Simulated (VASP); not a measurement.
# TiO2 (I4_1/amd) in VASP: a series of runs, part 2 of 2

VASP 6.6.1.

### 4 Relaxation of the atoms, r2SCAN

POSCAR

```
TiO2
1.0
   -1.8921000000      1.8921000000      4.7573000000
    1.8921000000     -1.8921000000      4.7573000000
    1.8921000000      1.8921000000     -4.7573000000
Ti O
2 4
Direct
    0.0000000000      0.0000000000      0.0000000000
    0.7500000000      0.2500000000      0.5000000000
    0.2081000000      0.2081000000      0.0000000000
    0.9581000000      0.4581000000      0.5000000000
    0.5419000000      0.0419000000      0.5000000000
    0.7919000000      0.7919000000      0.0000000000
```

INCAR.step1

```
SYSTEM = TiO2
ALGO = Normal
EDIFF = 1E-4
ENCUT = 520
GGA = PE
ISMEAR = 0
LASPH = .True.
LCHARG = .False.
LREAL = .False.
LWAVE = .True.
NELM = 60
PREC = Accurate
SIGMA = 0.01
```

INCAR.step2

```
SYSTEM = TiO2
ALGO = Normal
EDIFF = 1E-6
EDIFFG = -0.002
ENCUT = 520
IBRION = 2
ISIF = 2
ISMEAR = 0
ISTART = 1
LASPH = .True.
LCHARG = .False.
LMIXTAU = .True.
LREAL = .False.
LWAVE = .False.
METAGGA = R2SCAN
NELM = 60
NSW = 80
PREC = Accurate
SIGMA = 0.01
```

KPOINTS

```
k-points
0
Gamma
  6 6 6
  0 0 0
```

Potentials or basis: VASP PAW PBE potentials, release 64 (Ti_sv, O).

Run with:

```
> cat potpaw_PBE.64/Ti_sv/POTCAR potpaw_PBE.64/O/POTCAR > POTCAR
> cp INCAR.step1 INCAR
> mpirun -np 1 vasp_std > vasp.out
> cp INCAR.step2 INCAR
> mpirun -np 1 vasp_std > vasp.out
```

OUTCAR:

```text
SYSTEM = TiO2
   EDIFF = 1E-6
   EDIFFG = -0.002
   ENCUT = 520
   IBRION = 2
   ISIF = 2
   ISMEAR = 0
   ISTART = 1
   LASPH = .True.
   LREAL = .False.
   METAGGA = R2SCAN
   NELM = 60
   NSW = 80
   PREC = Accurate

 ion  position               nearest neighbor table
   1  0.000  0.000  0.000-   5 1.93   4 1.93   5 1.93   4 1.93   3 1.98   6 1.98
   2  0.750  0.250  0.500-   6 1.93   3 1.93   6 1.93   3 1.93   4 1.98   5 1.98
   3  0.208  0.208  0.000-   2 1.93   2 1.93   1 1.98
   4  0.958  0.458  0.500-   1 1.93   1 1.93   2 1.98
   5  0.542  0.042  0.500-   1 1.93   1 1.93   2 1.98
   6  0.792  0.792  0.000-   2 1.93   2 1.93   1 1.98

  LATTYP: Found a body centered tetragonal cell.
 ALAT       =     3.7842000000
 C/A-ratio  =     2.5142962846

  Lattice vectors:

 A1 = (  -1.8921000000,   1.8921000000,   4.7573000000)
 A2 = (   1.8921000000,  -1.8921000000,   4.7573000000)
 A3 = (   1.8921000000,   1.8921000000,  -4.7573000000)

Analysis of symmetry for initial positions (statically):
=====================================================================
 Subroutine PRICEL returns:
 Original cell was already a primitive cell.

 Routine SETGRP: Setting up the symmetry group for a
 body centered tetragonal supercell.

 Subroutine GETGRP returns: Found 16 space group operations
 (whereof  8 operations were pure point group operations)
 out of a pool of 16 trial point group operations.

The static configuration has the point symmetry D_2d.
 The point group associated with its full space group is D_4h.

Analysis of symmetry for dynamics (positions and initial velocities):
=====================================================================
 Subroutine PRICEL returns:
 Original cell was already a primitive cell.

 Routine SETGRP: Setting up the symmetry group for a
 body centered tetragonal supercell.

 Subroutine GETGRP returns: Found 16 space group operations
 (whereof  8 operations were pure point group operations)
 out of a pool of 16 trial point group operations.

The dynamic configuration has the point symmetry D_2d.
 The point group associated with its full space group is D_4h.

 Subroutine INISYM returns: Found 16 space group operations
 (whereof  8 operations are pure point group operations),
 and found     1 'primitive' translations

----------------------------------------------------------------------------------------

                                     Primitive cell

  volume of cell :      68.1253

  direct lattice vectors                    reciprocal lattice vectors
    -1.892100000  1.892100000  4.757300000     0.000000000  0.264256646  0.105101633
     1.892100000 -1.892100000  4.757300000     0.264256646  0.000000000  0.105101633
     1.892100000  1.892100000 -4.757300000     0.264256646  0.264256646  0.000000000

  length of vectors
     5.458203744  5.458203744  5.458203744     0.284390450  0.284390450  0.373715333

  position of ions in fractional coordinates (direct lattice)
     0.000000000  0.000000000  0.000000000
     0.750000000  0.250000000  0.500000000
     0.208100000  0.208100000  0.000000000
     0.958100000  0.458100000  0.500000000
[... 62 lines left out ...]
 -0.333333 -0.333333  0.166667      8.000000
 -0.166667 -0.333333  0.166667      8.000000
 [... further k-points ...]
   k-points           NKPTS =     30   k-points in BZ     NKDIM =     30   number of bands    NBANDS=     28
   number of dos      NEDOS =    301   number of ions     NIONS =      6
   total plane-waves  NPLWV =  74088
   dimension x,y,z NGX =    42 NGY =   42 NGZ =   42
   dimension x,y,z NGXF=    84 NGYF=   84 NGZF=   84
   ions per type =               2   4
   NGX,Y,Z   is equivalent  to a cutoff of  12.79, 12.79, 12.79 a.u.
   NGXF,Y,Z  is equivalent  to a cutoff of  25.58, 25.58, 25.58 a.u.
 SYSTEM =  TiO2
   PREC   = accura    normal or accurate (medium, high low for compatibility)
   ISTART =      1    job   : 0-new  1-cont  2-samecut
   ICHARG =      0    charge: 1-file 2-atom 10-const
   ISPIN  =      1    spin polarized calculation?
   LNONCOLLINEAR =      F non collinear calculations
   LSORBIT =      F    spin-orbit coupling
   LASPH  =      T    aspherical Exc in radial PAW
   ENCUT  =  520.0 eV  38.22 Ry    6.18 a.u.  10.15 10.15 10.15*2*pi/ulx,y,z
   NELM   =     60;   NELMIN=  2; NELMDL=  0     # of ELM steps
   EDIFF  = 0.1E-05   stopping-criterion for ELM
   LREAL  =      F    real-space projection
   EDIFFG = -.2E-02   stopping-criterion for IOM
   NSW    =     80    number of steps for IOM
   IBRION =      2    ionic relax: 0-MD 1-quasi-New 2-CG
   NFREE  =      1    steps in history (QN), initial steepest desc. (CG)
   ISIF   =      2    stress and relaxation
   ISYM   =      2    0-nonsym 1-usesym 2-fastsym
   POTIM  = 0.5000    time-step for ionic-motion
   TEBEG  =    0.0;   TEEND  =   0.0 temperature during run
   PSTRESS=    0.0 pullay stress
   NELECT =      48.0000    total number of electrons
   NUPDOWN=      -1.0000    fix difference up-down
   EMIN   =  10.00;   EMAX   =-10.00  energy-range for DOS
   EFERMI =   0.00;   METHOD = LEGACY
   ISMEAR =     0;   SIGMA  =   0.01  broadening in eV -4-tet -1-fermi 0-gaus
   EFERMI_NEDOS =   21; number of points for ismear=-14 and -15
   IALGO  =     38    algorithm
   IMIX   =      4    mixing-type and parameters
     AMIX     =   0.40;   BMIX     =  1.00
     AMIX_MAG =   1.60;   BMIX_MAG =  1.00
  volume/ion in A,a.u.               =      11.35        76.62
  Fermi-wavevector in a.u.,A,eV,Ry     =   1.456752  2.752862 28.873289  2.122127
  Thomas-Fermi vector in A             =   2.573634
   LORBIT       =      0    0 simple, 1 ext, 2 COOP (PROOUT), +10 PAW based schemes
   METAGGA = R2SCAN    functional components
   LHFCALC =     F    Hartree Fock is set to
   AEXX    =    0.0000 exact exchange contribution
   IVDW    =     0    specifies the selected vdW correction
   LEPSILON=     F    determine dielectric tensor
   LRPA    =     F    only Hartree local field effects (RPA)
 conjugate gradient relaxation of ions
 non-spin polarized calculation
 Gauss-broadening in eV      SIGMA  =   0.01
  energy-cutoff  :      520.00
  volume of cell :       68.13
 maximum number of plane-waves:      1850
 NGX is ok and might be reduce to    42
   NGX = 21   NGY = 21   NGZ = 21

--------------------------------------- Ionic step        1  -------------------------------------------

 number of electron      47.9999989 magnetization

 Free energy of the ion-electron system (eV)
  ---------------------------------------------------
  ext. energy  EPLUGINS =         0.00000000
  ---------------------------------------------------
  free energy    TOTEN  =       -69.85564262 eV

  energy without entropy =      -69.85564262  energy(sigma->0) =      -69.85564262

------------------------ aborting loop because EDIFF is reached ----------------------------------------

  FORCE on cell =-STRESS in cart. coord.  units (eV):
  Direction    XX          YY          ZZ          XY          YZ          ZX
  --------------------------------------------------------------------------------------
  -------------------------------------------------------------------------------------
  Total        0.6335454      0.6335454      0.9569757      0.0000000     -0.0000000      0.0000000
  in kB       14.8997717     14.8997717     22.5062326      0.0000000     -0.0000000      0.0000000
  external PRESSURE =      17.4352586 kB  Pullay stress =       0.0000000 kB
[... 107 lines left out ...]
--------------------------------------- Ionic step        4  -------------------------------------------

 number of electron      47.9999989 magnetization

 Free energy of the ion-electron system (eV)
  ---------------------------------------------------
  ext. energy  EPLUGINS =         0.00000000
  ---------------------------------------------------
  free energy    TOTEN  =       -69.85580831 eV

  energy without entropy =      -69.85580831  energy(sigma->0) =      -69.85580831

 E-fermi :   3.0973     XC(G=0): -11.4708

 val. band max:        3.0208397642   @ k =   0.5000   0.5000   0.0000
 cond. band min:       5.5805741684   @ k =   0.0000   0.0000   0.0000
 fundamental gap:      2.5597344043
 Fermi energy:         3.0973358142

 k-point     1 :       0.0000    0.0000    0.0000
  band No.  band energies     occupation
      1     -55.5363      2.00000
      2     -55.4749      2.00000
      3     -30.9584      2.00000
      4     -30.7075      2.00000
      5     -30.7075      2.00000
      6     -30.6353      2.00000
[... 733 lines left out ...]
     27       6.9350      0.00000
     28       7.0842      0.00000

 [... further k-points ...]

------------------------ aborting loop because EDIFF is reached ----------------------------------------

  FORCE on cell =-STRESS in cart. coord.  units (eV):
  Direction    XX          YY          ZZ          XY          YZ          ZX
  --------------------------------------------------------------------------------------
  -------------------------------------------------------------------------------------
  Total        0.6441582      0.6441582      0.7715184      0.0000000     -0.0000000      0.0000000
  in kB       15.1493656     15.1493656     18.1446323      0.0000000     -0.0000000      0.0000000
  external PRESSURE =      16.1477879 kB  Pullay stress =       0.0000000 kB
[... 21 lines left out ...]
  FREE ENERGIE OF THE ION-ELECTRON SYSTEM (eV)
  ---------------------------------------------------
  free  energy   TOTEN  =       -69.8558083074 eV

  energy  without entropy=      -69.8558083074  energy(sigma->0) =      -69.85580831

 reached required accuracy - stopping structural energy minimisation
```

Run time: 12 min. Hardware: 1 thread of Oxide Virtual Turin-like, shared host; peak memory 0.27 GiB.

Results:

| Quantity | Value |
| --- | --- |
| Free energy | -69.8558 eV |
| Energy gained by relaxing | 0.0 meV/atom |
| Ionic steps | 4 |
| Pressure after relaxing | 1.6 GPa |
| Band gap on the k mesh | 2.56 eV (least direct gap 2.90 eV) |

Step by step:
```csv
step,energy change (eV),largest force (eV/Å),pressure (GPa)
1,0.0000,0.0374,1.74
2,-0.0002,0.0109,1.65
3,-0.0002,0.0035,1.60
4,-0.0002,0.0003,1.61
```

Final structure:
```
Ti O
1.0
    -1.89210    1.89210    4.75730
     1.89210   -1.89210    4.75730
     1.89210    1.89210   -4.75730
Ti O
2 4
Direct
  0.00000 0.00000 0.00000
  0.75000 0.25000 0.50000
  0.20835 0.20835 0.00000
  0.95835 0.45835 0.50000
  0.54165 0.04165 0.50000
  0.79165 0.79165 0.00000
```

Levels at points of the mesh, in eV from the valence-band top:
```
           k point  band 21  band 22  band 23  band 24  band 25  band 26  band 27  band 28
(0.00, 0.00, 0.00)    -0.75    -0.75    -0.46    -0.46     2.56     3.30     4.43     4.43
(0.50, 0.00, 0.00)    -1.94    -0.95    -0.85    -0.64     3.69     3.99     4.00     4.11
(0.50, 0.50, 0.00)    -2.08    -2.08     0.00     0.00     3.80     3.80     4.26     4.26
(0.50, 0.50, 0.50)    -1.28    -1.28    -0.11    -0.11     2.92     2.92     4.24     4.24
```

Caveat: the PAW data sets were made with another functional, which shifts forces and pressure a little. A k mesh can miss the band edges.

### 5 Summary

| task | level | potentials or basis | cell | gap on the mesh (eV) | pressure (GPa) | largest force (eV/Å) |
| --- | --- | --- | --- | --- | --- | --- |
| single point | LDA | VASP PAW LDA potentials, release 64 (Ti_sv, O) | as given | 2.07 | -5.1 | 0.04 |
| single point | r2SCAN | VASP PAW PBE potentials, release 64 (Ti_sv, O) | as given | 2.57 | 1.7 | 0.03 |
| relaxation of the atoms | r2SCAN | VASP PAW PBE potentials, release 64 (Ti_sv, O) | atoms relaxed | 2.56 | 1.6 | - |

Alike in all rows: no spin polarisation; k mesh 6 × 6 × 6; cutoff (eV) 520; smearing gaussian 0.01 eV.

Caveats: the PAW data sets were made with another functional, which shifts forces and pressure a little (at least some runs); the cell stands under tension (at least some runs).

Absolute energies hang on the potentials; compare differences alone.
